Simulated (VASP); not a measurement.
# Ti12B (a cell with a defect) in VASP: further runs

The runs below take Ti12B (a cell with a defect) through single point, with PBE.

Program: VASP 6.6.1. These are calculated values, not measurements. Logs are shortened: lines on timing, memory, paths and dates and some standing lists are left out, and cuts for length are marked.

## Step 1: The cell of the first run

The cell holds a defect, 13 atoms: a = 5.900 Å, b = 8.850 Å, c = 4.685 Å, α = 90.00°, β = 90.00°, γ = 120.00°.

## Step 2: Single point, PBE

INCAR reads:

```
SYSTEM = Ti12B
PREC     = Accurate       ! precision mode
ENCUT    = 520            ! plane-wave cutoff, eV
EDIFF    = 1E-6           ! SCF threshold, eV
ISMEAR   = -1             ! smearing method
SIGMA    = 0.1            ! smearing width, eV
LREAL    = .False.        ! projectors in reciprocal space
LASPH    = .True.         ! aspherical terms in the spheres
NELM     = 80             ! most SCF steps
ALGO     = Normal         ! electronic algorithm
ISIF     = 2              ! what is computed and relaxed
LWAVE    = .False.        ! write WAVECAR
LCHARG   = .False.        ! write CHGCAR
GGA      = PE             ! functional
NBANDS   = 86             ! bands
```

KPOINTS reads:

```
regular mesh
0
Gamma
  4 3 5
  0 0 0
```

POSCAR reads:

```
Ti12B
1.0
    5.9000000000      0.0000000000      0.0000000000
   -4.4250000000      7.6643250000      0.0000000000
    0.0000000000      0.0000000000      4.6846000000
Ti B
12 1
Direct
    0.0227878933      0.0078218238     -0.0191113436
    0.1877711648      0.2258171463      0.4761473765
    0.0297613121      0.3376713540     -0.0325355420
    0.2010890866      0.5693965222      0.5107091320
    0.0306086209      0.6856910426     -0.0252378005
    0.1937509928      0.9029461825      0.4868437006
    0.5227992611      0.0024629697     -0.0099547453
    0.6857267979      0.2197568605      0.5016302352
    0.5152973836      0.3359488278     -0.0338647910
    0.6865389339      0.5675825334      0.5090426077
    0.5285964748      0.6794976727      0.0006425308
    0.6936122161      0.8974678135      0.4959422363
   -0.1416762920      0.4527672039      1.2382297315
```

Potentials or basis: VASP PAW PBE potentials, release 64 (Ti_sv, B).

Started as:

```sh
cat potpaw_PBE.64/Ti_sv/POTCAR potpaw_PBE.64/B/POTCAR > POTCAR
mpirun -np 1 vasp_std > vasp.out
```

OUTCAR:

```text
SYSTEM = Ti12B
   PREC = Accurate
   ENCUT = 520
   EDIFF = 1E-6
   ISMEAR = -1
   LREAL = .False.
   LASPH = .True.
   NELM = 80
   ISIF = 2
   GGA = PE

 ion  position               nearest neighbor table
   1  0.023  0.008  0.981-  12 2.83   6 2.86   2 2.86   5 2.87   2 2.90   3 2.90   6 2.90   9 2.91
                            11 2.91
   2  0.188  0.226  0.476-   3 2.84   9 2.84   1 2.86   6 2.88   1 2.90   3 2.91  12 2.91   9 2.92

   3  0.030  0.338  0.967-  13 2.17   4 2.78   8 2.80   2 2.84   9 2.87   1 2.90   2 2.91
   4  0.201  0.569  0.511-  13 2.17   3 2.78   5 2.80  11 2.84  10 2.87  12 2.91  11 2.92
   5  0.031  0.686  0.975-  13 2.17   4 2.80  10 2.80   6 2.83   7 2.86   1 2.87   6 2.92
   6  0.194  0.903  0.487-   5 2.83   8 2.86   1 2.86   7 2.87   2 2.88   7 2.90   1 2.90   5 2.92

   7  0.523  0.002  0.990-   8 2.83   5 2.86  12 2.86   6 2.87  11 2.88   6 2.90  12 2.90   8 2.92

   8  0.686  0.220  0.502-  13 2.17   9 2.80   3 2.80   7 2.83   6 2.86  12 2.88   7 2.92
   9  0.515  0.336  0.966-  13 2.17  10 2.78   8 2.80   2 2.84   3 2.87   1 2.91   2 2.92
  10  0.687  0.568  0.509-  13 2.17   9 2.78   5 2.80  11 2.84   4 2.87  12 2.90  11 2.91
  11  0.529  0.679  0.001-   4 2.84  10 2.84  12 2.86   7 2.88  12 2.89  10 2.91   1 2.91   4 2.92

  12  0.694  0.897  0.496-   1 2.83   7 2.86  11 2.86   8 2.88  11 2.89  10 2.90   7 2.90   4 2.91
                             2 2.91
  13  0.858  0.453  0.238-   4 2.17   9 2.17  10 2.17   3 2.17   5 2.17   8 2.17

  LATTYP: Found a simple monoclinic cell.
 ALAT       =     5.9000000000
 B/A-ratio  =     0.7940000000
 C/A-ratio  =     1.3228756849
 COS(beta)  =    -0.1889822323

  Lattice vectors:

 A1 = (   5.9000000000,   0.0000000000,   0.0000000000)
 A2 = (   0.0000000000,   0.0000000000,   4.6846000000)
 A3 = (  -1.4750000000,  -7.6643250000,   0.0000000000)

Analysis of symmetry for initial positions (statically):
=====================================================================
 Subroutine PRICEL returns:
 Original cell was already a primitive cell.

 Routine SETGRP: Setting up the symmetry group for a
 simple monoclinic supercell.

 Subroutine GETGRP returns: Found  1 space group operations
 (whereof  1 operations were pure point group operations)
 out of a pool of  4 trial point group operations.

The static configuration has the point symmetry C_1 .

Analysis of symmetry for dynamics (positions and initial velocities):
=====================================================================
 Subroutine PRICEL returns:
 Original cell was already a primitive cell.

 Routine SETGRP: Setting up the symmetry group for a
 simple monoclinic supercell.

 Subroutine GETGRP returns: Found  1 space group operations
 (whereof  1 operations were pure point group operations)
 out of a pool of  4 trial point group operations.

The dynamic configuration has the point symmetry C_1 .

 Subroutine INISYM returns: Found  1 space group operations
 (whereof  1 operations are pure point group operations),
 and found     1 'primitive' translations

----------------------------------------------------------------------------------------

                                     Primitive cell

  volume of cell :     211.8354

  direct lattice vectors                    reciprocal lattice vectors
     5.900000000  0.000000000  0.000000000     0.169491525  0.097855976  0.000000000
    -4.425000000  7.664325000  0.000000000     0.000000000  0.130474634  0.000000000
     0.000000000  0.000000000  4.684600000     0.000000000  0.000000000  0.213465397

  length of vectors
     5.900000000  8.850000153  4.684600000     0.195711955  0.130474634  0.213465397

  position of ions in fractional coordinates (direct lattice)
     0.022787893  0.007821824  0.980888656
     0.187771165  0.225817146  0.476147377
     0.029761312  0.337671354  0.967464458
     0.201089087  0.569396522  0.510709132
     0.030608621  0.685691043  0.974762199
     0.193750993  0.902946183  0.486843701
     0.522799261  0.002462970  0.990045255
     0.685726798  0.219756860  0.501630235
     0.515297384  0.335948828  0.966135209
     0.686538934  0.567582533  0.509042608
     0.528596475  0.679497673  0.000642531
     0.693612216  0.897467814  0.495942236
     0.858323708  0.452767204  0.238229731
[... 28 lines left out ...]
     0.042372881  0.024463994  0.000000000     0.250000000  0.000000000  0.000000000
     0.000000000  0.043491545  0.000000000     0.000000000  0.333333333  0.000000000
     0.000000000  0.000000000  0.042693079     0.000000000  0.000000000  0.200000000

  Length of vectors
     0.048927989  0.043491545  0.042693079

  Shift w.r.t. Gamma in fractional coordinates (k-lattice)
     0.000000000  0.000000000  0.000000000

 Subroutine IBZKPT returns following result:
 ===========================================

 Found     31 irreducible k-points:

 Following reciprocal coordinates:
            Coordinates               Weight
  0.000000  0.000000  0.000000      1.000000
  0.250000  0.000000  0.000000      2.000000
  0.500000  0.000000  0.000000      1.000000
  0.000000  0.333333  0.000000      2.000000
  0.250000  0.333333  0.000000      2.000000
  0.500000  0.333333  0.000000      2.000000
[... 16 lines left out ...]
  0.500000  0.000000  0.400000      2.000000
  0.000000  0.333333  0.400000      2.000000
 [... further k-points ...]
   k-points           NKPTS =     31   k-points in BZ     NKDIM =     31   number of bands    NBANDS=     86
   number of dos      NEDOS =    301   number of ions     NIONS =     13
   total plane-waves  NPLWV = 120960
   dimension x,y,z NGX =    48 NGY =   70 NGZ =   36
   dimension x,y,z NGXF=    96 NGYF=  140 NGZF=   72
   ions per type =              12   1
   NGX,Y,Z   is equivalent  to a cutoff of  13.53, 13.15, 12.78 a.u.
   NGXF,Y,Z  is equivalent  to a cutoff of  27.05, 26.30, 25.55 a.u.
 SYSTEM =  Ti12B
   PREC   = accura    normal or accurate (medium, high low for compatibility)
   ISTART =      0    job   : 0-new  1-cont  2-samecut
   ICHARG =      2    charge: 1-file 2-atom 10-const
   ISPIN  =      1    spin polarized calculation?
   LNONCOLLINEAR =      F non collinear calculations
   LSORBIT =      F    spin-orbit coupling
   LASPH  =      T    aspherical Exc in radial PAW
   ENCUT  =  520.0 eV  38.22 Ry    6.18 a.u.  10.97 16.46  8.71*2*pi/ulx,y,z
   NELM   =     80;   NELMIN=  2; NELMDL= -5     # of ELM steps
   EDIFF  = 0.1E-05   stopping-criterion for ELM
   LREAL  =      F    real-space projection
   EDIFFG = 0.1E-04   stopping-criterion for IOM
   NSW    =      0    number of steps for IOM
   IBRION =     -1    ionic relax: 0-MD 1-quasi-New 2-CG
   NFREE  =      0    steps in history (QN), initial steepest desc. (CG)
   ISIF   =      2    stress and relaxation
   ISYM   =      2    0-nonsym 1-usesym 2-fastsym
   POTIM  = 0.5000    time-step for ionic-motion
   TEBEG  =    0.0;   TEEND  =   0.0 temperature during run
   PSTRESS=    0.0 pullay stress
   NELECT =     147.0000    total number of electrons
   NUPDOWN=      -1.0000    fix difference up-down
   EMIN   =  10.00;   EMAX   =-10.00  energy-range for DOS
   EFERMI =   0.00;   METHOD = LEGACY
   ISMEAR =    -1;   SIGMA  =   0.10  broadening in eV -4-tet -1-fermi 0-gaus
   EFERMI_NEDOS =   21; number of points for ismear=-14 and -15
   IALGO  =     38    algorithm
   IMIX   =      4    mixing-type and parameters
     AMIX     =   0.40;   BMIX     =  1.00
     AMIX_MAG =   1.60;   BMIX_MAG =  1.00
  volume/ion in A,a.u.               =      16.30       109.96
  Fermi-wavevector in a.u.,A,eV,Ry     =   1.449376  2.738924 28.581642  2.100691
  Thomas-Fermi vector in A             =   2.567110
   LORBIT       =      0    0 simple, 1 ext, 2 COOP (PROOUT), +10 PAW based schemes
   GGA     = PE    functional components
   LHFCALC =     F    Hartree Fock is set to
   AEXX    =    0.0000 exact exchange contribution
   IVDW    =     0    specifies the selected vdW correction
   LEPSILON=     F    determine dielectric tensor
   LRPA    =     F    only Hartree local field effects (RPA)
 non-spin polarized calculation
  energy-cutoff  :      520.00
  volume of cell :      211.84
 maximum number of plane-waves:      5724
 NGX is ok and might be reduce to    48
   NGX = 21   NGY = 33   NGZ = 17

 number of electron     147.0000001 magnetization

 Free energy of the ion-electron system (eV)
  ---------------------------------------------------
  ext. energy  EPLUGINS =         0.00000000
  ---------------------------------------------------
  free energy    TOTEN  =      -101.11840989 eV

  energy without entropy =     -100.64248145  energy(sigma->0) =     -100.88044567

 E-fermi :   8.2434     XC(G=0): -11.5849

 val. band max:        8.2375830145   @ k =  -0.2500  -0.3333   0.4000
 cond. band min:       8.2443512830   @ k =   0.2500   0.3333   0.4000
 fundamental gap:      0.0067682685
 Fermi energy:         8.2433829820

 k-point     1 :       0.0000    0.0000    0.0000
  band No.  band energies     occupation
      1     -48.4805      2.00000
      2     -48.4097      2.00000
      3     -48.3988      2.00000
      4     -48.3725      2.00000
      5     -48.3694      2.00000
      6     -48.3649      2.00000
[... 2101 lines left out ...]
     84       9.2975      0.00005
     85       9.3716      0.00003

 [... further k-points ...]

 [bands above 85 left out]

------------------------ aborting loop because EDIFF is reached ----------------------------------------

  FORCE on cell =-STRESS in cart. coord.  units (eV):
  Direction    XX          YY          ZZ          XY          YZ          ZX
  --------------------------------------------------------------------------------------
  -------------------------------------------------------------------------------------
  Total        3.1994246      3.4605670      6.6698052     -0.0005083      0.1047923      0.0561707
  in kB       24.1982540     26.1733555     50.4458328     -0.0038447      0.7925772      0.4248368
  external PRESSURE =      33.6058141 kB  Pullay stress =       0.0000000 kB

 VOLUME and BASIS-vectors are now :
 -----------------------------------------------------------------------------
  energy-cutoff  :      520.00
  volume of cell :      211.84
      direct lattice vectors                 reciprocal lattice vectors
     5.900000000  0.000000000  0.000000000     0.169491525  0.097855976  0.000000000
    -4.425000000  7.664325000  0.000000000     0.000000000  0.130474634  0.000000000
     0.000000000  0.000000000  4.684600000     0.000000000  0.000000000  0.213465397

 POSITION                                       TOTAL-FORCE (eV/Angst)
 -----------------------------------------------------------------------------------
      0.09984      0.05995      4.59507         0.006628      0.001136     -0.007558
      0.10861      1.73074      2.23056         0.003078     -0.003646     -0.009657
     -1.31860      2.58802      4.53218        -0.001656     -0.002093     -0.007693
     -1.33315      4.36404      2.39247        -0.007054      0.000697      0.006865
     -2.85359      5.25536      4.56637         0.007580      0.002004     -0.007958
     -2.85241      6.92047      2.28067         0.002001     -0.000648     -0.008290
      3.07362      0.01888      4.63797        -0.003702     -0.001539      0.002437
      3.07336      1.68429      2.34994        -0.004980     -0.003712      0.013685
      1.55368      2.57482      4.52596         0.008030     -0.000466     -0.011328
      1.53903      4.35014      2.38466        -0.000155      0.003646      0.012226
      0.11194      5.20789      0.00301        -0.005887      0.003792      0.007502
      0.12102      6.87848      2.32329        -0.005750      0.001654      0.008886
      3.06061      3.47016      1.11601         0.001868     -0.000826      0.000883
 -----------------------------------------------------------------------------------
    total drift:                               -0.000056      0.000195      0.000008

  FREE ENERGIE OF THE ION-ELECTRON SYSTEM (eV)
  ---------------------------------------------------
  free  energy   TOTEN  =      -101.1184098948 eV

  energy  without entropy=     -100.6424814485  energy(sigma->0) =     -100.88044567
```

Run time: 13 min. Hardware: 1 thread of Oxide Virtual Turin-like, shared host; peak memory 0.55 GiB.

What came out:

```
Free energy            : -101.1184 eV
Pressure               : 3.4 GPa
Largest force          : 0.015 eV/Å
Band gap on the k mesh : zero (an odd number of electrons rules out a gap without spin polarisation)
```

Forces in eV/Å, atoms in the order of the input:
```
Ti   0.007  0.001 -0.008
Ti   0.003 -0.004 -0.010
Ti  -0.002 -0.002 -0.008
Ti  -0.007  0.001  0.007
Ti   0.008  0.002 -0.008
Ti   0.002 -0.001 -0.008
Ti  -0.004 -0.002  0.002
Ti  -0.005 -0.004  0.014
Ti   0.008  0.000 -0.011
Ti   0.000  0.004  0.012
Ti  -0.006  0.004  0.008
Ti  -0.006  0.002  0.009
B    0.002 -0.001  0.001
```

Stress tensor (GPa, compression positive):
```
2.42 0.00 0.04
0.00 2.62 0.08
0.04 0.08 5.04
```

## Step 3: Single point, PBE

INCAR reads:

```
PREC     = Accurate       # precision mode
ENCUT    = 520            # plane-wave cutoff, eV
EDIFF    = 1E-6           # SCF threshold, eV
ISMEAR   = -1             # smearing method
SIGMA    = 0.1            # smearing width, eV
LREAL    = False          # projectors in reciprocal space
LASPH    = True           # aspherical terms in the spheres
NELM     = 100            # most SCF steps
ALGO     = Normal         # electronic algorithm
ISIF     = 2              # what is computed and relaxed
LWAVE    = False          # write WAVECAR
LCHARG   = False          # write CHGCAR
GGA      = PE             # functional
NBANDS   = 86             # bands
```

KPOINTS reads:

```
regular mesh
0
Gamma
  4 3 5
```

POSCAR reads:

```
Ti12B
1.0
    5.9000000000      0.0000000000      0.0000000000
   -4.4250000000      7.6643250000      0.0000000000
    0.0000000000      0.0000000000      4.6846000000
Ti B
12 1
Direct
    0.0233413098      0.0081400515      0.0177827349
    0.1882883844      0.2262457555      0.5227718482
    0.0301836538      0.3382496175      0.0305898049
    0.2009322548      0.5693614245      0.4873560176
    0.0311627853      0.6857476686      0.0235544123
    0.1938343609      0.9030598259      0.5119604662
    0.5228994637      0.0028984940      0.0077797464
    0.6860515080      0.2202212197      0.4962144046
    0.5162008156      0.3367884321      0.0327788925
    0.6870333536      0.5681696692      0.4889585023
    0.5289880381      0.6799652937     -0.0031165948
    0.6936535056      0.8979942787      0.5018725185
   -0.1416971667      0.4530469415      0.7597630534
```

Potentials or basis: VASP PAW PBE potentials, release 64 (Ti_sv, B).

Started as:

```sh
cat potpaw_PBE.64/Ti_sv/POTCAR potpaw_PBE.64/B/POTCAR > POTCAR
mpirun -np 1 vasp_std > vasp.out
```

It took 33 min on 1 thread of Oxide Virtual Turin-like, shared host; peak memory 0.55 GiB.

Results (log left out):

```
Free energy            : -101.1184 eV
Pressure               : 3.4 GPa
Largest force          : 0.025 eV/Å
Band gap on the k mesh : zero (an odd number of electrons rules out a gap without spin polarisation)
```

Forces in eV/Å, atoms in the order of the input:
```
Ti   0.000  0.004  0.005
Ti   0.000 -0.006  0.000
Ti   0.013 -0.020  0.008
Ti   0.011  0.015 -0.008
Ti  -0.003  0.024  0.008
Ti   0.001  0.004 -0.005
Ti   0.002  0.005  0.004
Ti   0.001 -0.018 -0.009
Ti  -0.013 -0.018  0.002
Ti  -0.010  0.012 -0.007
Ti  -0.001  0.002  0.003
Ti  -0.002 -0.002 -0.003
B    0.002 -0.002  0.001
```

Stress tensor (GPa, compression positive):
```
 2.41 -0.01 -0.05
-0.01  2.62 -0.07
-0.05 -0.07  5.06
```

Levels at points of the mesh, in eV from the Fermi level:
| k point | band 70 | band 71 | band 72 | band 73 | band 74 | band 75 | band 76 | band 77 | band 78 | band 79 |
| --- | --- | --- | --- | --- | --- | --- | --- | --- | --- | --- |
| (0.00, 0.00, 0.00) | -0.58 | -0.53 | -0.20 | -0.11 | 0.47 | 0.60 | 0.62 | 0.66 | 0.75 | 0.75 |
| (0.50, 0.00, 0.00) | -0.77 | -0.58 | -0.37 | -0.32 | -0.12 | 0.08 | 0.36 | 0.46 | 0.60 | 0.70 |

## Step 4: Single point, PBE

INCAR reads:

```
ALGO = Normal ; EDIFF = 1E-6
ENCUT = 520 ; GGA = PE
ISIF = 2 ; ISMEAR = -1
LASPH = True ; LCHARG = False
LREAL = False ; LWAVE = False
NBANDS = 86 ; NELM = 100
PREC = Accurate ; SIGMA = 0.1
```

KPOINTS reads:

```
k-points
0
Gamma
  4 3 5
```

POSCAR reads:

```
Ti12B
1.0
    5.9000000000      0.0000000000      0.0000000000
   -4.4250000000      7.6643250000      0.0000000000
    0.0000000000      0.0000000000      4.6846000000
Ti B
12 1
Direct
    0.0233412771      0.0081399967      0.0177828263
    0.1882884254      0.2262457292      0.5227719308
    0.0301837087      0.3382495863      0.0305898156
    0.2009321889      0.5693614248      0.4873559292
    0.0311628533      0.6857477115      0.0235544485
    0.1938342841      0.9030597807      0.5119605582
    0.5228995129      0.0028985513      0.0077797988
    0.6860514676      0.2202211583      0.4962144617
    0.5162008468      0.3367884466      0.0327789458
    0.6870334403      0.5681696916      0.4889585331
    0.5289880955      0.6799652797     -0.0031165192
    0.6936536229      0.8979943371      0.5018724500
   -0.1416971235      0.4530469061      0.7597631213
```

Started as:

```sh
cat potpaw_PBE.64/Ti_sv/POTCAR potpaw_PBE.64/B/POTCAR > POTCAR
mpirun -np 1 vasp_std > vasp.out
```

Wall time 28 min (1 thread of Oxide Virtual Turin-like, shared host); peak memory 0.55 GiB.

It converged, with:

- Free energy: -101.1184 eV
- Pressure: 3.4 GPa
- Largest force: 0.025 eV/Å
- Band gap on the k mesh: zero (an odd number of electrons rules out a gap without spin polarisation)

Forces in eV/Å, atoms in the order of the input:
```
Ti   0.000  0.004  0.005
Ti   0.000 -0.006  0.000
Ti   0.013 -0.020  0.008
Ti   0.011  0.015 -0.008
Ti  -0.003  0.024  0.008
Ti   0.001  0.004 -0.005
Ti   0.002  0.005  0.004
Ti   0.001 -0.018 -0.009
Ti  -0.013 -0.018  0.002
Ti  -0.010  0.012 -0.007
Ti  -0.001  0.002  0.003
Ti  -0.002 -0.002 -0.003
B    0.002 -0.002  0.001
```

Stress tensor (GPa, compression positive):
```
 2.41 -0.01 -0.05
-0.01  2.62 -0.07
-0.05 -0.07  5.06
```

Levels at points of the mesh, in eV from the Fermi level:
```
           k point  band 70  band 71  band 72  band 73  band 74  band 75  band 76  band 77  band 78  band 79
(0.00, 0.00, 0.00)    -0.58    -0.53    -0.20    -0.11     0.47     0.60     0.62     0.66     0.75     0.75
(0.50, 0.00, 0.00)    -0.77    -0.58    -0.37    -0.32    -0.12     0.08     0.36     0.46     0.60     0.70
```
